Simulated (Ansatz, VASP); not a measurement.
**In3GaAs4 in VASP and in Ansatz**

INCAR

```
PREC = Accurate
ENCUT = 520
EDIFF = 1E-7
ISMEAR = -1
SIGMA = 0.02
LREAL = False
LASPH = True
NELM = 100
ALGO = Normal
ISIF = 2
LWAVE = False
LCHARG = False
GGA = PE
NBANDS = 46
```

Contents of KPOINTS:

```
regular mesh
0
Gamma
  6 6 6
```

Contents of POSCAR:

```
In3GaAs4
1.0
   -2.9997818528      2.9997818528      5.9904544933
    2.9997818528     -2.9997818528      5.9904544933
    2.9997818528      2.9997818528     -5.9904544933
Ga As In
1 4 3
Direct
    0.0000000000      0.0000000000      0.0000000000
    0.3570080121      0.3570080121      0.4741751735
    0.1171671614      0.6429919879      0.0000000000
    0.8828328386      0.8828328386      0.5258248265
    0.6429919879      0.1171671614      0.0000000000
    0.7500000000      0.2500000000      0.5000000000
    0.5000000000      0.5000000000      0.0000000000
    0.2500000000      0.7500000000      0.5000000000
```

Input for Ansatz:

```yaml
crystal:
  lattice:
    - [-2.9997818528, 2.9997818528, 5.9904544933]
    - [2.9997818528, -2.9997818528, 5.9904544933]
    - [2.9997818528, 2.9997818528, -5.9904544933]
  atoms:
    - { symbol: Ga, position: [0.0, 0.0, 0.0] }
    - { symbol: As, position: [0.3570080121, 0.3570080121, 0.4741751735] }
    - { symbol: In, position: [0.75, 0.25, 0.5] }
    - { symbol: As, position: [0.1171671614, 0.6429919879, 0.0] }
    - { symbol: In, position: [0.5, 0.5, 0.0] }
    - { symbol: As, position: [0.8828328386, 0.8828328386, 0.5258248265] }
    - { symbol: In, position: [0.25, 0.75, 0.5] }
    - { symbol: As, position: [0.6429919879, 0.1171671614, 0.0] }
kpoints:
  mp_grid: { grid: [6, 6, 6] }
  band_path:
    path:
      - [[0.0, 0.0, 0.0], [-6.741747175075e-18, 6.741747175075e-18, 0.5], [0.25, 0.25, 0.25], [3.055531994018e-17, 0.5, -3.055531994018e-17], [0.0, 0.0, 0.0], [0.5, 0.5, -0.5], [0.3126902221737, 0.6873097778263, -0.3126902221737]]
      - [[-0.3126902221737, 0.3126902221737, 0.3126902221737], [0.0, 0.0, 0.0]]
      - [[-6.741747175075e-18, 6.741747175075e-18, 0.5], [-0.1253804443473, 0.1253804443473, 0.5]]
      - [[0.5, 0.5, -0.1253804443473], [0.5, 0.5, -0.5]]
    npoints: 10
hamiltonian:
  xc: pbe
scf:
  occupations: { method: fermi_dirac, width: 0.02 }
  n_extra_bands: 6
output:
  forces: true
  stress: true
  eigenvalues: true
  write_density: true
  write_potential: true
  elf: true
  volumetric_format: npy
```

Alike in both runs: task single point; functional PBE; k mesh 6 × 6 × 6; occupations fermi-dirac, width 0.02 eV; no spin polarisation.

```csv
,VASP,Ansatz
version,VASP 6.6.1,Ansatz 0.2.0
potentials or method,"VASP PAW PBE potentials, release 64 (Ga_d, As, In_d)","plane waves, PAW"
plane-wave cutoff (eV),520,420
valence electrons in the cell,72,112
```

```csv
,VASP,Ansatz,Ansatz less VASP
pressure (GPa),2.3,2.2,-0.09
rms of the force components (eV/Å),0.009,0.007,-0.0025
```

VASP's potentials hold 72 valence electrons a cell and Ansatz's 112, so a difference there can come from the potentials and not from the codes.
